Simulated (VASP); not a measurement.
Here is a VASP 6.6.1 calculation.

Contents of POSCAR:

```
TiC
1.0
    0.0000000000      2.1215080947      2.1215080947
    2.1215080947      0.0000000000      2.1215080947
    2.1215080947      2.1215080947      0.0000000000
Ti C
1 1
Direct
    0.0000000000      0.0000000000      0.0000000000
    0.5000000000      0.5000000000      0.5000000000
```

The input INCAR.step1:

```
ALGO = Normal
EDIFF = 1E-5
ENCUT = 520
GGA = PE
ISIF = 2
ISMEAR = -1
LASPH = T
LREAL = F
LWAVE = T
NBANDS = 15
NELM = 60
PREC = Accurate
SIGMA = 0.05
```

File INCAR.step2:

```
ALGO = Normal
EDIFF = 1E-6
ENCUT = 520
GGA = PE
HFSCREEN = 0.2079
ISIF = 2
ISMEAR = -1
ISTART = 1
LASPH = T
LCHARG = T
LELF = T
LHFCALC = T
LREAL = F
LVHAR = T
LWAVE = F
NBANDS = 15
NELM = 60
PREC = Accurate
PRECFOCK = Normal
SIGMA = 0.05
```

The input KPOINTS:

```
k-points
0
Gamma
  6 6 6
```

Potentials or basis: VASP PAW PBE potentials, release 64 (Ti_sv, C).

Run with:

```console
$ cat potpaw_PBE.64/Ti_sv/POTCAR potpaw_PBE.64/C/POTCAR > POTCAR
$ cp INCAR.step1 INCAR
$ mpirun -np 1 vasp_std > vasp.out
$ cp INCAR.step2 INCAR
$ mpirun -np 1 vasp_std > vasp.out
```

(1) Predict the band gap on the k mesh.

(2) Predict the pressure.

## Answers

(1) zero (bands 8 and 9 overlap by 1.82 eV).

(2) 13.1 GPa.

Caveat: the k points lie up to 0.43 Å⁻¹ apart, too coarse for converged energies and pressures of a metal; the PAW data sets were made with another functional, which shifts forces and pressure a little.
